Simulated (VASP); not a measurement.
Wanted: the native input for a VASP 6.6.1 run.

* Task: single point
* Functional: PBE
* Potentials or basis: VASP PAW PBE potentials, release 64 (W_sv, N)
* Cutoff: 520 eV
* k mesh: 4 × 4 × 4
* Occupations: gaussian, width 0.1 eV
* Spin: no spin polarisation
* Dipole correction: no
* Further INCAR settings: ALGO = Normal; EDIFF = 1e-06; NBANDS = 38

The structure of W4N lies in POSCAR:

```
W4N
1.0
    4.1194267417      0.0000000000      0.0000000000
    0.0000000000      4.1194267417      0.0000000000
    0.0000000000      0.0000000000      4.1972806669
W N
4 1
Direct
    0.0000000000      0.0000000000      0.0000000000
    0.0000000000      0.5000000000      0.5505826603
    0.5000000000      0.0000000000      0.4494173397
    0.5000000000      0.5000000000      0.0000000000
    0.5000000000      0.5000000000      0.5000000000
```

The cell was generated, and may not be a known phase.

These files were run (other wordings do the same):

INCAR

```
PREC = Accurate ; ENCUT = 520
EDIFF = 1E-6 ; ISMEAR = 0
SIGMA = 0.1 ; LREAL = F
LASPH = T ; NELM = 60
ALGO = Normal ; ISIF = 2
LWAVE = F ; LCHARG = F
GGA = PE ; NBANDS = 38
```

KPOINTS

```
regular mesh
0
Gamma
  4 4 4
```

Potentials or basis: VASP PAW PBE potentials, release 64 (W_sv, N).

The run is started by

```sh
$ cat potpaw_PBE.64/W_sv/POTCAR potpaw_PBE.64/N/POTCAR > POTCAR
$ mpirun -np 1 vasp_std > vasp.out
```

Results of the run:

* Pressure: 0.7 GPa
* Largest force: 0.006 eV/Å
* Band gap on the k mesh: zero (an odd number of electrons rules out a gap without spin polarisation)

Caveat: the k points lie up to 0.38 Å⁻¹ apart, too coarse for converged energies and pressures of a metal; spin-orbit coupling is left out, which moves the levels of the heavy elements.

Run time: 45 s on 1 thread of Intel Xeon 8259CL, with other jobs on the host, peak memory 0.19 GiB.
